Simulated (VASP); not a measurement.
A run of VASP 6.6.1:

The input POSCAR:

```
WS2
1.0
    3.2287644061      0.0000000000      0.0000000000
   -1.6143822031      2.7961919985      0.0000000000
    0.0000000000      0.0000000000      5.9936451124
W S
1 2
Direct
    0.0000000000      0.0000000000      0.0000000000
    0.3333333333      0.6666666667      0.2566832689
    0.6666666667      0.3333333333      0.7433167311
```

File INCAR.step1:

```
SYSTEM = WS2
PREC = Accurate
ENCUT = 520
ISMEAR = -1
SIGMA = 0.02
LREAL = .FALSE.
LASPH = .TRUE.
NELM = 100
NBANDS = 20
GGA = PE
ALGO = Normal
EDIFF = 1E-4
LWAVE = .TRUE.
LCHARG = .FALSE.
```

Contents of INCAR.step2:

```
SYSTEM = WS2
PREC = Accurate
ENCUT = 520
EDIFF = 1E-6
ISMEAR = -1
SIGMA = 0.02
LREAL = .FALSE.
LASPH = .TRUE.
NELM = 100
ALGO = Normal
ISIF = 2
LWAVE = .FALSE.
LCHARG = .FALSE.
METAGGA = R2SCAN
LMIXTAU = .TRUE.
NBANDS = 20
ISTART = 1
```

File KPOINTS:

```
regular mesh
0
G
  6 6 4
  0 0 0
```

Potentials or basis: VASP PAW PBE potentials, release 64 (W_sv, S).

Run with:

```sh
$ cat potpaw_PBE.64/W_sv/POTCAR potpaw_PBE.64/S/POTCAR > POTCAR
$ cp INCAR.step1 INCAR
$ mpirun -np 1 vasp_std > vasp.out
$ cp INCAR.step2 INCAR
$ mpirun -np 1 vasp_std > vasp.out
```

Hardware: 1 thread of Intel Xeon 6975P-C, with other jobs on the host.

Problem. Estimate the wall time of this run.

Solution. Run time: 62 s on 1 thread of Intel Xeon 6975P-C, with other jobs on the host, peak memory 0.18 GiB. Counts: k points 24.
